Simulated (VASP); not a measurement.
Wanted: the native input for a VASP 6.6.1 run.

* Task: electric field gradients
* Functional: LDA
* Potentials or basis: VASP PAW LDA potentials, release 64 (La, Tl_d)
* Cutoff: 520 eV
* k mesh: 8 × 8 × 8
* Occupations: fermi-dirac, width 0.08 eV
* Spin: no spin polarisation
* Dipole correction: no
* Further INCAR settings: ALGO = Normal; EDIFF = 1e-08; NBANDS = 31

The structure of La3Tl lies in POSCAR:

```
La3Tl
1.0
    4.9567057101      0.0000000000      0.0000000000
    0.0000000000      4.9567057101      0.0000000000
    0.0000000000      0.0000000000      4.9567057101
La Tl
3 1
Direct
    0.0000000000      0.5000000000      0.5000000000
    0.5000000000      0.0000000000      0.5000000000
    0.5000000000      0.5000000000      0.0000000000
    0.0000000000      0.0000000000      0.0000000000
```

These files were run (other wordings do the same):

INCAR

```
ALGO = Normal
EDIFF = 1E-8
ENCUT = 520
GGA = CA
ISIF = 2
ISMEAR = -1
LASPH = T
LCHARG = F
LEFG = T
LREAL = F
LWAVE = F
NBANDS = 31
NELM = 60
PREC = Accurate
SIGMA = 0.08
```

KPOINTS

```
k-points
0
Gamma
  8 8 8
```

Potentials or basis: VASP PAW LDA potentials, release 64 (La, Tl_d).

The run is started by

```console
$ cat potpaw_LDA.64/La/POTCAR potpaw_LDA.64/Tl_d/POTCAR > POTCAR
$ mpirun -np 1 vasp_std > vasp.out
```

Results of the run:

```json
{"Pressure": "-1.3 GPa", "Band gap on the k mesh": "zero (bands 23 and 24 overlap by 1.21 eV)", "Largest electric field gradient by atom": "La +149.1; Tl -0.0 V/Å²"}
```

Caveat: without QUAD_EFG the Cq values of the log hold for a quadrupole moment of 1 mb, not for the nuclei; spin-orbit coupling is left out, which moves the levels of the heavy elements.

Wall time 80 s on 1 thread of Intel(R) Xeon(R) 6975P-C (Granite Rapids), with other jobs on the host, peak memory 0.28 GiB.
